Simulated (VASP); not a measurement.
Here is a VASP 6.6.1 calculation.

INCAR

```
SYSTEM = Sn2F
ALGO = Fast
EDIFF = 1E-6
ENCUT = 520
GGA = PE
ISIF = 2
ISMEAR = 0
LASPH = .True.
LCHARG = .False.
LREAL = .False.
LWAVE = .False.
NBANDS = 24
NELM = 80
PREC = Accurate
SIGMA = 0.1
```

Contents of KPOINTS:

```
k-points
0
Gamma
  6 6 6
  0 0 0
```

Contents of POSCAR:

```
Sn2F
1.0
    5.0007629214      0.0000000000      0.0000000000
   -2.5003814607      4.3307877282      0.0000000000
    0.0000000000      0.0000000000      3.1679443423
Sn F
2 1
Direct
    0.3333333333      0.6666666667      0.0000000000
    0.6666666667      0.3333333333      0.0000000000
    0.0000000000      0.0000000000      0.0000000000
```

Potentials or basis: VASP PAW PBE potentials, release 64 (Sn_d, F).

The run is started by

```sh
$ cat potpaw_PBE.64/Sn_d/POTCAR potpaw_PBE.64/F/POTCAR > POTCAR
$ mpirun -np 1 vasp_std > vasp.out
```

Question: Estimate the band gap on the k mesh.

Answer: Zero (an odd number of electrons rules out a gap without spin polarisation).

Question: What does it give for the pressure?

Answer: -0.1 GPa.

Stress tensor (GPa, compression positive):
```
-0.18  0.00  0.00
 0.00 -0.18  0.00
 0.00  0.00 -0.03
```

Caveat: spin-orbit coupling is left out, which moves the levels of the heavy elements.
